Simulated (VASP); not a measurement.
# Cs: single point with LDA

Crystal: Cs.

```
CELL_PARAMETERS angstrom
7.99875 0.00000 0.00000
-3.99938 6.92712 0.00000
0.00000 0.00000 4.78631
ATOMIC_POSITIONS crystal
Cs 0.00000 0.00000 0.00000
Cs 0.33333 0.66667 0.50000
Cs 0.66667 0.33333 0.50000
```

This isn't the form of Cs at room conditions, which is bcc.

- Program: VASP 6.6.1
- Task: single point
- Functional: LDA
- Potentials or basis: VASP PAW LDA potentials, release 64 (Cs_sv)
- Cutoff: 520 eV
- k mesh: 5 × 5 × 7
- Occupations: fermi-dirac, width 0.1 eV
- Spin: no spin polarisation

* Pressure: 0.2 GPa
* Band gap on the k mesh: zero (an odd number of electrons rules out a gap without spin polarisation)

Levels at points of the mesh, in eV from the Fermi level:
```tsv
k point	band 11	band 12	band 13	band 14	band 15	band 16
(0.00, 0.00, 0.00)	-10.35	-10.30	-1.93	0.56	1.04	1.04
```

It took 54 s on 1 thread of Intel(R) Xeon(R) Platinum 8259CL CPU @ 2.50GHz (Skylake/Cascade Lake), with other jobs on the host, peak memory 0.29 GiB.

Caveat: spin-orbit coupling is left out, which moves the levels of the heavy elements.
